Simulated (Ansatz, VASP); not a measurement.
SiC: VASP beside Ansatz

File INCAR:

```
PREC     = Accurate       # precision mode
ENCUT    = 600            # plane-wave cutoff, eV
EDIFF    = 1E-6           # SCF threshold, eV
ISMEAR   = 0              # smearing method
SIGMA    = 0.02           # smearing width, eV
LREAL    = False          # projectors in reciprocal space
LASPH    = True           # aspherical terms in the spheres
NELM     = 100            # most SCF steps
ALGO     = Normal         # electronic algorithm
ISIF     = 3              # what is computed and relaxed
LWAVE    = False          # write WAVECAR
LCHARG   = False          # write CHGCAR
GGA      = PE             # functional
IVDW     = 12             # dispersion correction
IBRION   = 2              # ionic algorithm
NSW      = 70             # ionic steps
EDIFFG   = -0.005         # ionic threshold
```

File KPOINTS:

```
Automatic mesh
0
Gamma
  12 12 6
```

POSCAR

```
SiC
1.0
    3.0919379459      0.0000000000      0.0000000000
   -1.5459689730      2.6776968081      0.0000000000
    0.0000000000      0.0000000000      5.0742918075
Si C
2 2
Direct
    0.6666666667      0.3333333333     -0.0004183979
    0.3333333333      0.6666666667      0.4995816021
    0.6666666667      0.3333333333      0.3754183979
    0.3333333333      0.6666666667      0.8754183979
```

Input for Ansatz:

```yaml
crystal:
  lattice:
    - [3.0919379459, 0.0, 0.0]
    - [-1.545968973, 2.6776968081, 0.0]
    - [0.0, 0.0, 5.0742918075]
  atoms:
    - { symbol: Si, position: [0.6666666667, 0.3333333333, -0.0004183979] }
    - { symbol: Si, position: [0.3333333333, 0.6666666667, 0.4995816021] }
    - { symbol: C, position: [0.6666666667, 0.3333333333, 0.3754183979] }
    - { symbol: C, position: [0.3333333333, 0.6666666667, 0.8754183979] }
basis:
  ecutwfc: 420
kpoints:
  mp_grid: { grid: [12, 12, 6] }
hamiltonian:
  xc: pbe
  dispersion: d3bj
scf:
  occupations: { method: gaussian, width: 0.02 }
output:
  forces: true
  stress: true
  eigenvalues: true
relax:
  adjacent_minimum: "off"
  f_tol: 0.005
  max_steps: 50
  cell: { stress_tol: 0.05 }
```

Alike in both runs: task relaxation of cell and atoms; functional PBE; dispersion D3(BJ); k mesh 12 × 12 × 6; occupations gaussian, width 0.02 eV; no spin polarisation.

|  | VASP | Ansatz |
| --- | --- | --- |
| version | VASP 6.6.1 | Ansatz 0.2.0 |
| potentials or method | VASP PAW PBE potentials, release 64 (Si, C), cutoff 600 eV | scalar-relativistic, plane waves, PAW |
| valence electrons in the cell | 16 | 16 |

Ansatz gave:

```
gap on the k mesh at the Fermi level, each at its own relaxed structure (eV) : 2.27
relaxed volume (Å³/atom)                                                     : 10.28
relaxed length of the cell vector where the two differ most in proportion (Å)              : 3.070
```

Q: Estimate VASP's values.

A: gap on the k mesh at the Fermi level, each at its own relaxed structure (eV): 2.26; relaxed volume (Å³/atom): 10.27; relaxed length of the cell vector where the two differ most in proportion (Å): 3.069.
